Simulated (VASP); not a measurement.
A run of VASP 6.6.1:

INCAR

```
PREC     = Accurate       # precision mode
ENCUT    = 840            # plane-wave cutoff, eV
EDIFF    = 1E-6           # SCF threshold, eV
ISMEAR   = 0              # smearing method
SIGMA    = 0.02           # smearing width, eV
LREAL    = False          # projectors in reciprocal space
LASPH    = True           # aspherical terms in the spheres
NELM     = 120            # most SCF steps
ALGO     = Normal         # electronic algorithm
ISIF     = 2              # what is computed and relaxed
LWAVE    = False          # write WAVECAR
LCHARG   = False          # write CHGCAR
GGA      = CA             # functional
NBANDS   = 15             # bands
GGA_COMPAT= False
```

File KPOINTS:

```
regular mesh
0
Gamma
  10 10 10
```

POSCAR

```
MgO
1.0
    0.0000000000      2.0803453664      2.0803453664
    2.0803453664      0.0000000000      2.0803453664
    2.0803453664      2.0803453664      0.0000000000
Mg O
1 1
Direct
    0.0000000000      0.0000000000      0.0000000000
    0.5000000000      0.5000000000      0.5000000000
```

Potentials or basis: VASP PAW LDA potentials, release 64 (Mg_sv, O).

Launch:

```sh
$ cat potpaw_LDA.64/Mg_sv/POTCAR potpaw_LDA.64/O/POTCAR > POTCAR
$ mpirun -np 1 vasp_std > vasp.out
```

Hardware: 1 thread of AMD EPYC 7571 (shared host).

Question: How long does it take, and how much memory?

Answer: Wall time 42 s on 1 thread of AMD EPYC 7571, with other jobs on the host, peak memory 0.12 GiB. Counts: scf iterations 12, k points 47.
